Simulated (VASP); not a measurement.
Runs of VASP 6.6.1 on Mg2O5 (cubic X2O5 type). The structure is that of space group Pn-3m (No. 224), or close to it. The cells are those of the table. 

```csv
cell,gap on the mesh (eV),pressure (GPa)
"a = 5.144 Å, 14 atoms",none,1.8
"a = 5.247 Å, 14 atoms",none,(a)
"a = 5.109 Å, 14 atoms",none,4.6
"a = 5.213 Å, 14 atoms",none,-2.9
```

Alike in all rows: task single point; level PBE; potentials or basis VASP PAW PBE potentials, release 64 (Mg, O); no spin polarisation; k mesh 11 × 11 × 11; cutoff (eV) 520; smearing fermi-dirac 0.0612256 eV.

Q: Fill in the values left out.

A: (a) -4.9.

Caveats: semilocal functionals underestimate gaps, and a narrow one can read as zero; the cell stands under tension (at least some runs); the cell stands under pressure (at least some runs).

A gap of «none» marks levels without a gap at the run's occupations.
